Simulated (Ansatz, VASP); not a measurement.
# Two plane-wave programs on MnSi

```xyz
8
Lattice="4.5580 0.0000 0.0000 0.0000 4.5580 0.0000 0.0000 0.0000 4.5580" Properties=species:S:1:pos:R:3 pbc="T T T"
Mn    0.6290    0.6290    0.6290
Mn    1.6500    3.9290    2.9080
Mn    2.9080    1.6500    3.9290
Mn    3.9290    2.9080    1.6500
Si    3.8515    3.8515    3.8515
Si    2.9855    0.7065    1.5725
Si    1.5725    2.9855    0.7065
Si    0.7065    1.5725    2.9855
```

Alike in both runs: task single point; functional PBE; k mesh 5 × 5 × 5; occupations fermi-dirac, width 0.05 eV; collinear spin; Hubbard terms Mn d U = 4.6 eV.

```csv
,VASP,Ansatz
version,VASP 6.6.1,Ansatz 0.2.0
potentials or method,"VASP PAW PBE potentials, release 64 (Mn_pv, Si), cutoff 520 eV","PAW, plane waves, scalar-relativistic"
valence electrons in the cell,68,76
```

|  | VASP | Ansatz | Ansatz less VASP |
| --- | --- | --- | --- |
| pressure (GPa) | 24.5 | 23.5 | -0.94 |
| rms of the force components (eV/Å) | 0.284 | 0.233 | -0.0512 |
| net moment per atom (μB) | 1.36 | 1.34 | -0.024 |
| size of the moment on the site where the two differ most (μB) | 3.16 | 2.96 | -0.203 |

Site moments also hang on the region over which each program counts them. The programs project onto different local orbitals, so the same U acts differently, and such runs can settle in different states. Atom by atom the forces differ by 0.064 eV/Å (rms over components). VASP's potentials hold 68 valence electrons a cell and Ansatz's 76, so a difference there can come from the potentials and not from the codes. Ansatz's warnings: filled band counts differ across k points.
